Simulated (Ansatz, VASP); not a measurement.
**Hg: VASP beside Ansatz**

```xyz
3
Lattice="5.4667 0.0000 0.0000 -2.7333 4.7343 0.0000 0.0000 0.0000 3.1852" Properties=species:S:1:pos:R:3 pbc="T T T"
Hg    0.0000    3.1562    1.5926
Hg    2.7333    1.5781    1.5926
Hg    0.0000    0.0000    0.0000
```

Alike in both runs: task single point; functional r2SCAN; dispersion D4; k mesh 6 × 6 × 9; occupations gaussian, width 0.2 eV; no spin polarisation.

```csv
,VASP,Ansatz
version,VASP 6.6.1,Ansatz 0.2.0
potentials or method,"VASP PAW PBE potentials, release 64 (Hg)","plane waves, PAW"
plane-wave cutoff (eV),520,500
valence electrons in the cell,36,60
```

```tsv
	VASP	Ansatz	Ansatz less VASP
pressure (GPa)	-0.9	-1.1	-0.20
traceless stress, the component that is largest in VASP (GPa)	-0.05	-0.09	-0.044
```

VASP's potentials were made for PBE, not for r2SCAN. VASP's potentials hold 36 valence electrons a cell and Ansatz's 60, so a difference there can come from the potentials and not from the codes.

Spin-orbit coupling is off throughout.
